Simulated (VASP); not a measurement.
# Ag (R-3m) in VASP: notebook

The runs below take Ag through single point, with PBEsol.

All numbers are computed with VASP 6.6.1; they aren't measurements. Logs are shortened: lines on timing, memory, paths and dates and some standing lists are left out, and cuts for length are marked.

## 1. The cell of the first run

It takes space group R-3m (No. 166, trigonal). Conventional cell: a = 2.869 Å, b = 2.869 Å, c = 21.059 Å, α = 90.00°, β = 90.00°, γ = 120.00°. Ag (site symmetry -3m) has 12 Ag at 2.87 Å within 3.8 Å. Within 3.8 Å of Ag (site symmetry 3m) lie 12 Ag at 2.87 Å.

## 2. Single point, PBEsol

The input, INCAR:

```
  ALGO = Normal
  EDIFF = 1E-6
  ENCUT = 520
  GGA = PS
  ISIF = 2
  ISMEAR = 0
  LASPH = True
  LCHARG = False
  LREAL = False
  LWAVE = False
  NBANDS = 24
  NELM = 100
  PREC = Accurate
  SIGMA = 0.1
```

The input, KPOINTS:

```
k-points
0
Gamma
  18 18 18
```

The input, POSCAR:

```
Ag
1.0
    1.4343705897      0.8281342461      7.0196725473
   -1.4343705897      0.8281342461      7.0196725473
    0.0000000000     -1.6562684922      7.0196725473
Ag
3
Direct
    0.0000000000      0.0000000000      0.0000000000
    0.7776871195      0.7776871195      0.7776871195
    0.2223128805      0.2223128805      0.2223128805
```

Potentials or basis: VASP PAW PBE potentials, release 64 (Ag).

Launch:

```bash
$ cat potpaw_PBE.64/Ag/POTCAR > POTCAR
$ mpirun -np 1 vasp_std > vasp.out
```

OUTCAR:

```text
EDIFF = 1E-6
   ENCUT = 520
   GGA = PS
   ISIF = 2
   ISMEAR = 0
   LASPH = True
   LREAL = False
   NELM = 100
   PREC = Accurate

 ion  position               nearest neighbor table
   1  0.000  0.000  0.000-   2 2.87   2 2.87   3 2.87   3 2.87   2 2.87   3 2.87
   2  0.778  0.778  0.778-   1 2.87   1 2.87   1 2.87   3 2.87   3 2.87   3 2.87
   3  0.222  0.222  0.222-   1 2.87   1 2.87   1 2.87   2 2.87   2 2.87   2 2.87

  LATTYP: Found a trigonal (rhomboedric) cell.
 ALAT       =     7.2124217839
 COS(alpha) =     0.9208974459

  Lattice vectors:

 A1 = (   1.4343705897,   0.8281342461,   7.0196725473)
 A2 = (  -1.4343705897,   0.8281342461,   7.0196725473)
 A3 = (   0.0000000000,  -1.6562684922,   7.0196725473)

Analysis of symmetry for initial positions (statically):
=====================================================================
 Subroutine PRICEL returns:
 Original cell was already a primitive cell.

 Routine SETGRP: Setting up the symmetry group for a
 trigonal (rhombohedral) supercell.

 Subroutine GETGRP returns: Found 12 space group operations
 (whereof 12 operations were pure point group operations)
 out of a pool of 12 trial point group operations.

The static configuration has the point symmetry D_3d.

Analysis of symmetry for dynamics (positions and initial velocities):
=====================================================================
 Subroutine PRICEL returns:
 Original cell was already a primitive cell.

 Routine SETGRP: Setting up the symmetry group for a
 trigonal (rhombohedral) supercell.

 Subroutine GETGRP returns: Found 12 space group operations
 (whereof 12 operations were pure point group operations)
 out of a pool of 12 trial point group operations.

The dynamic configuration has the point symmetry D_3d.

 Subroutine INISYM returns: Found 12 space group operations
 (whereof 12 operations are pure point group operations),
 and found     1 'primitive' translations

----------------------------------------------------------------------------------------

                                     Primitive cell

  volume of cell :      50.0300

  direct lattice vectors                    reciprocal lattice vectors
     1.434370590  0.828134246  7.019672547     0.348584950  0.201255615  0.047485596
    -1.434370590  0.828134246  7.019672547    -0.348584950  0.201255615  0.047485596
     0.000000000 -1.656268492  7.019672547     0.000000000 -0.402511229  0.047485596

  length of vectors
     7.212421784  7.212421784  7.212421784     0.405302568  0.405302568  0.405302568

  position of ions in fractional coordinates (direct lattice)
     0.000000000  0.000000000  0.000000000
     0.777687120  0.777687120  0.777687120
     0.222312880  0.222312880  0.222312880

  ion indices of the primitive-cell ions
   primitive index   ion index
                 1           1
                 2           2
                 3           3

----------------------------------------------------------------------------------------

 KPOINTS: k-points

Automatic generation of k-mesh.
 Grid dimensions read from file:
 generate k-points for:   18   18   18

 Generating k-lattice:

  Cartesian coordinates                     Fractional coordinates (reciprocal lattice)
     0.019365831  0.011180867  0.002638089     0.055555556  0.000000000  0.000000000
    -0.019365831  0.011180867  0.002638089     0.000000000  0.055555556  0.000000000
     0.000000000 -0.022361735  0.002638089     0.000000000  0.000000000  0.055555556

  Length of vectors
     0.022516809  0.022516809  0.022516809

  Shift w.r.t. Gamma in fractional coordinates (k-lattice)
     0.000000000  0.000000000  0.000000000

 Subroutine IBZKPT returns following result:
 ===========================================

 Found    580 irreducible k-points:

 Following reciprocal coordinates:
            Coordinates               Weight
  0.000000  0.000000  0.000000      1.000000
  0.055556  0.000000 -0.000000      6.000000
  0.111111  0.000000 -0.000000      6.000000
  0.166667  0.000000  0.000000      6.000000
  0.222222  0.000000 -0.000000      6.000000
  0.277778 -0.000000  0.000000      6.000000
[... 16 lines left out ...]
 -0.277778  0.055556  0.000000     12.000000
 -0.222222  0.055556  0.000000     12.000000
 [... further k-points ...]
   k-points           NKPTS =    580   k-points in BZ     NKDIM =    580   number of bands    NBANDS=     24
   number of dos      NEDOS =    301   number of ions     NIONS =      3
   total plane-waves  NPLWV = 157464
   dimension x,y,z NGX =    54 NGY =   54 NGZ =   54
   dimension x,y,z NGXF=   108 NGYF=  108 NGZF=  108
   ions per type =               3
   NGX,Y,Z   is equivalent  to a cutoff of  12.45, 12.45, 12.45 a.u.
   NGXF,Y,Z  is equivalent  to a cutoff of  24.89, 24.89, 24.89 a.u.
 SYSTEM =  unknown system
   PREC   = accura    normal or accurate (medium, high low for compatibility)
   ISTART =      0    job   : 0-new  1-cont  2-samecut
   ICHARG =      2    charge: 1-file 2-atom 10-const
   ISPIN  =      1    spin polarized calculation?
   LNONCOLLINEAR =      F non collinear calculations
   LSORBIT =      F    spin-orbit coupling
   LASPH  =      T    aspherical Exc in radial PAW
   ENCUT  =  520.0 eV  38.22 Ry    6.18 a.u.  13.41 13.41 13.41*2*pi/ulx,y,z
   NELM   =    100;   NELMIN=  2; NELMDL= -5     # of ELM steps
   EDIFF  = 0.1E-05   stopping-criterion for ELM
   LREAL  =      F    real-space projection
   EDIFFG = 0.1E-04   stopping-criterion for IOM
   NSW    =      0    number of steps for IOM
   IBRION =     -1    ionic relax: 0-MD 1-quasi-New 2-CG
   NFREE  =      0    steps in history (QN), initial steepest desc. (CG)
   ISIF   =      2    stress and relaxation
   ISYM   =      2    0-nonsym 1-usesym 2-fastsym
   POTIM  = 0.5000    time-step for ionic-motion
   TEBEG  =    0.0;   TEEND  =   0.0 temperature during run
   PSTRESS=    0.0 pullay stress
   NELECT =      33.0000    total number of electrons
   NUPDOWN=      -1.0000    fix difference up-down
   EMIN   =  10.00;   EMAX   =-10.00  energy-range for DOS
   EFERMI =   0.00;   METHOD = LEGACY
   ISMEAR =     0;   SIGMA  =   0.10  broadening in eV -4-tet -1-fermi 0-gaus
   EFERMI_NEDOS =   21; number of points for ismear=-14 and -15
   IALGO  =     38    algorithm
   IMIX   =      4    mixing-type and parameters
     AMIX     =   0.40;   BMIX     =  1.00
     AMIX_MAG =   1.60;   BMIX_MAG =  1.00
  volume/ion in A,a.u.               =      16.68       112.54
  Fermi-wavevector in a.u.,A,eV,Ry     =   1.425070  2.692991 27.631029  2.030823
  Thomas-Fermi vector in A             =   2.545493
   LORBIT       =      0    0 simple, 1 ext, 2 COOP (PROOUT), +10 PAW based schemes
   GGA     = PS    functional components
   LHFCALC =     F    Hartree Fock is set to
   AEXX    =    0.0000 exact exchange contribution
   IVDW    =     0    specifies the selected vdW correction
   LEPSILON=     F    determine dielectric tensor
   LRPA    =     F    only Hartree local field effects (RPA)
 non-spin polarized calculation
 Gauss-broadening in eV      SIGMA  =   0.10
  energy-cutoff  :      520.00
  volume of cell :       50.03
 maximum number of plane-waves:      1376
 NGX is ok and might be reduce to    54

 number of electron      33.0000008 magnetization

 Free energy of the ion-electron system (eV)
  ---------------------------------------------------
  ext. energy  EPLUGINS =         0.00000000
  ---------------------------------------------------
  free energy    TOTEN  =        -9.91964988 eV

  energy without entropy =       -9.91570240  energy(sigma->0) =       -9.91767614

 E-fermi :   8.5101     XC(G=0): -12.5443

 val. band max:        8.5068280669   @ k =   0.4444   0.2778   0.0000
 cond. band min:       8.5112251011   @ k =   0.3889   0.0000  -0.0000
 fundamental gap:      0.0043970341
 Fermi energy:         8.5101132611

 k-point     1 :       0.0000    0.0000    0.0000
  band No.  band energies     occupation
      1       0.5469      2.00000
      2       2.1220      2.00000
      3       2.1322      2.00000
      4       3.6745      2.00000
      5       3.6745      2.00000
      6       3.6914      2.00000
[... 16 lines left out ...]
     23      25.6632      0.00000
     24      27.0689      0.00000

 k-point     2 :       0.0556    0.0000   -0.0000
  band No.  band energies     occupation
      1       0.6357      2.00000
      2       2.1868      2.00000
      3       2.1965      2.00000
      4       3.6391      2.00000
      5       3.6513      2.00000
      6       3.7154      2.00000
[... 16 lines left out ...]
     23      25.5313      0.00000
     24      26.3141      0.00000

 k-point     3 :       0.1111    0.0000   -0.0000
  band No.  band energies     occupation
      1       0.8943      2.00000
      2       2.3653      2.00000
      3       2.3738      2.00000
      4       3.5247      2.00000
      5       3.5575      2.00000
      6       3.7476      2.00000
[... 16 lines left out ...]
     23      25.0799      0.00000
     24      25.5076      0.00000

 k-point     4 :       0.1667    0.0000    0.0000
  band No.  band energies     occupation
      1       1.2939      2.00000
      2       2.5912      2.00000
      3       2.6035      2.00000
      4       3.3152      2.00000
      5       3.4442      2.00000
      6       3.5787      2.00000
[... 16 lines left out ...]
     23      24.4743      0.00000
     24      24.8090      0.00000

 k-point     5 :       0.2222    0.0000   -0.0000
  band No.  band energies     occupation
      1       1.7594      2.00000
      2       2.6853      2.00000
      3       2.7619      2.00000
      4       3.0649      2.00000
      5       3.3024      2.00000
      6       3.5210      2.00000
[... 16 lines left out ...]
     23      23.4134      0.00000
     24      23.5747      0.00000

 k-point     6 :       0.2778   -0.0000    0.0000
  band No.  band energies     occupation
      1       2.1204      2.00000
      2       2.5879      2.00000
      3       2.7066      2.00000
      4       2.8859      2.00000
      5       3.1189      2.00000
      6       3.6657      2.00000
[... 16 lines left out ...]
     23      21.8857      0.00000
     24      22.4667      0.00000
[... 379 lines left out ...]
 k-point    21 :      -0.3889    0.0556    0.0000
  band No.  band energies     occupation
      1       2.1067      2.00000
      2       2.3599      2.00000
      3       2.4457      2.00000
      4       2.6502      2.00000
      5       2.7764      2.00000
      6       3.6934      2.00000
[... 16 lines left out ...]
     23      20.1349      0.00000
     24      20.6822      0.00000

 k-point    22 :      -0.3333    0.0556    0.0000
  band No.  band energies     occupation
      1       2.2119      2.00000
      2       2.4426      2.00000
      3       2.5557      2.00000
      4       2.7315      2.00000
      5       2.8766      2.00000
      6       3.7458      2.00000
[... 16 lines left out ...]
     23      20.5122      0.00000
     24      20.8410      0.00000

 k-point    23 :      -0.2778    0.0556    0.0000
  band No.  band energies     occupation
      1       2.2585      2.00000
      2       2.5690      2.00000
      3       2.6644      2.00000
      4       2.8589      2.00000
      5       3.0053      2.00000
      6       3.7099      2.00000
[... 16 lines left out ...]
     23      21.1191      0.00000
     24      21.3883      0.00000

 k-point    24 :      -0.2222    0.0556    0.0000
  band No.  band energies     occupation
      1       2.0257      2.00000
      2       2.7078      2.00000
      3       2.7928      2.00000
      4       3.0022      2.00000
      5       3.1615      2.00000
      6       3.5097      2.00000
[... 16 lines left out ...]
     23      21.9499      0.00000
     24      22.7306      0.00000

 [... further k-points ...]
[... 5 lines left out ...]
  --------------------------------------------------------------------------------------
  -------------------------------------------------------------------------------------
  Total       -0.0696364     -0.0696364     -0.0667350      0.0000000     -0.0000000      0.0000000
  in kB       -2.2300616     -2.2300616     -2.1371459      0.0000000     -0.0000000      0.0000000
  external PRESSURE =      -2.1990897 kB  Pullay stress =       0.0000000 kB

 VOLUME and BASIS-vectors are now :
 -----------------------------------------------------------------------------
  energy-cutoff  :      520.00
  volume of cell :       50.03
      direct lattice vectors                 reciprocal lattice vectors
     1.434370590  0.828134246  7.019672547     0.348584950  0.201255615  0.047485596
    -1.434370590  0.828134246  7.019672547    -0.348584950  0.201255615  0.047485596
     0.000000000 -1.656268492  7.019672547     0.000000000 -0.402511229  0.047485596

 POSITION                                       TOTAL-FORCE (eV/Angst)
 -----------------------------------------------------------------------------------
      0.00000      0.00000      0.00000         0.000000     -0.000000      0.000000
      0.00000      0.00000     16.37733         0.000000     -0.000000      0.000972
      0.00000      0.00000      4.68169         0.000000      0.000000     -0.000972
 -----------------------------------------------------------------------------------
    total drift:                               -0.000000      0.000000     -0.000000

  FREE ENERGIE OF THE ION-ELECTRON SYSTEM (eV)
  ---------------------------------------------------
  free  energy   TOTEN  =        -9.9196498805 eV

  energy  without entropy=       -9.9157024031  energy(sigma->0) =       -9.91767614
```

Wall time 43 min (1 thread of Intel Xeon Platinum 8259CL at 2.50GHz (Skylake/Cascade Lake), shared host); peak memory 0.79 GiB.

Results:

| Item | Value |
| --- | --- |
| Free energy | -9.9196 eV |
| Pressure | -0.2 GPa |

Levels at points of the mesh, in eV from the Fermi level:
```tsv
k point	band 15	band 16	band 17	band 18	band 19	band 20
(0.00, 0.00, 0.00)	-3.28	-3.28	-3.15	-3.15	8.12	8.15
(0.50, 0.00, 0.00)	-2.78	-0.12	1.19	1.34	5.09	5.23
(0.50, 0.50, 0.00)	-2.74	0.15	0.53	1.60	4.26	6.11
(0.50, 0.50, 0.50)	-3.62	-2.98	-2.98	-0.48	3.75	14.23
```

Caveat: the PAW data sets were made with another functional, which shifts forces and pressure a little.

## 3. Single point, PBEsol

This run uses another cell than the first one: it holds 9 atoms, not 3.

The input, INCAR:

```
ALGO     = Normal         # electronic algorithm
EDIFF    = 1E-7           # SCF threshold, eV
ENCUT    = 520            # plane-wave cutoff, eV
GGA      = PS             # functional
ISIF     = 2              # what is computed and relaxed
ISMEAR   = 0              # smearing method
LASPH    = T              # aspherical terms in the spheres
LCHARG   = F              # write CHGCAR
LREAL    = F              # projectors in reciprocal space
LWAVE    = F              # write WAVECAR
NBANDS   = 60             # bands
NELM     = 100            # most SCF steps
PREC     = Accurate       # precision mode
SIGMA    = 0.1            # smearing width, eV
```

The input, KPOINTS:

```
k-points
0
Gamma
  15 15 2
```

The input, POSCAR:

```
Ag
1.0
    2.8687411794      0.0000000000      0.0000000000
   -1.4343705897      2.4844027382      0.0000000000
    0.0000000000      0.0000000000     21.0590176418
Ag
9
Direct
    0.0000000000      0.0000000000      0.0000000000
    0.0000000000      0.0000000000      0.7776871195
    0.3333333333      0.6666666667      0.8889795472
    0.6666666667      0.3333333333      0.3333333333
    0.6666666667      0.3333333333      0.1110204528
    0.0000000000      0.0000000000      0.2223128805
    0.3333333333      0.6666666667      0.6666666667
    0.3333333333      0.6666666667      0.4443537862
    0.6666666667      0.3333333333      0.5556462138
```

Potentials or basis: VASP PAW PBE potentials, release 64 (Ag).

Launch:

```bash
$ cat potpaw_PBE.64/Ag/POTCAR > POTCAR
$ mpirun -np 1 vasp_std > vasp.out
```

OUTCAR:

```text
EDIFF = 1E-7
   ENCUT = 520
   GGA = PS
   ISIF = 2
   ISMEAR = 0
   LASPH = T
   LREAL = F
   NELM = 100
   PREC = Accurate

 ion  position               nearest neighbor table
   1  0.000  0.000  0.000-   3 2.87   5 2.87   3 2.87   5 2.87   5 2.87   3 2.87
   2  0.000  0.000  0.778-   7 2.87   7 2.87   7 2.87   3 2.87   3 2.87   3 2.87
   3  0.333  0.667  0.889-   1 2.87   1 2.87   1 2.87   2 2.87   2 2.87   2 2.87
   4  0.667  0.333  0.333-   6 2.87   6 2.87   6 2.87   8 2.87   8 2.87   8 2.87
   5  0.667  0.333  0.111-   1 2.87   1 2.87   1 2.87   6 2.87   6 2.87   6 2.87
[... 1742 lines left out ...]
  in kB      -10.5014525    -10.5014525     10.4080618      0.0000000      0.0000000     -0.0000000
  external PRESSURE =      -3.5316144 kB  Pullay stress =       0.0000000 kB

 VOLUME and BASIS-vectors are now :
 -----------------------------------------------------------------------------
  energy-cutoff  :      520.00
  volume of cell :      150.09
      direct lattice vectors                 reciprocal lattice vectors
     2.868741179  0.000000000  0.000000000     0.348584950  0.201255615  0.000000000
    -1.434370590  2.484402738  0.000000000     0.000000000  0.402511229  0.000000000
     0.000000000  0.000000000 21.059017642     0.000000000  0.000000000  0.047485596

 POSITION                                       TOTAL-FORCE (eV/Angst)
 -----------------------------------------------------------------------------------
      0.00000      0.00000      0.00000         0.000000      0.000000     -0.000000
      0.00000      0.00000     16.37733         0.000000     -0.000000     -0.000607
     -0.00000      1.65627     18.72104        -0.000000      0.000000      0.000607
      1.43437      0.82813      7.01967         0.000000      0.000000     -0.000000
      1.43437      0.82813      2.33798        -0.000000     -0.000000     -0.000607
      0.00000      0.00000      4.68169        -0.000000     -0.000000      0.000607
     -0.00000      1.65627     14.03935        -0.000000      0.000000     -0.000000
     -0.00000      1.65627      9.35765         0.000000      0.000000     -0.000607
      1.43437      0.82813     11.70136        -0.000000     -0.000000      0.000607
 -----------------------------------------------------------------------------------
    total drift:                                0.000000     -0.000000     -0.000000

  FREE ENERGIE OF THE ION-ELECTRON SYSTEM (eV)
  ---------------------------------------------------
  free  energy   TOTEN  =       -29.7562416650 eV

  energy  without entropy=      -29.7464652443  energy(sigma->0) =      -29.75135345
```

stdout:

```text
POSCAR found type information on POSCAR Ag
 POSCAR found :  1 types and       9 ions
 scaLAPACK will be used
 -----------------------------------------------------------------------------
|                                                                             |
|                                                                             |
|     You enforced a specific xc type in the INCAR file but a different       |
|     I HOPE YOU KNOW WHAT YOU ARE DOING!                                     |
|                                                                             |
 -----------------------------------------------------------------------------

 LDA part: xc-table for (Slater+PW92), standard interpolation
 POSCAR, INCAR and KPOINTS ok, starting setup
 FFT: planning ... GRIDC
 FFT: planning ... GRID_SOFT
 FFT: planning ... GRID
 WAVECAR not read
 entering main loop
```

It took 8.3 min on 1 thread of Intel Xeon Platinum 8259CL at 2.50GHz (Skylake/Cascade Lake), shared host; peak memory 0.49 GiB.

Results:

| Property | Result |
| --- | --- |
| Free energy | -29.7562 eV |
| Pressure | -0.4 GPa |

Caveat: the PAW data sets were made with another functional, which shifts forces and pressure a little.

(Part 1 of 2 ends here.)
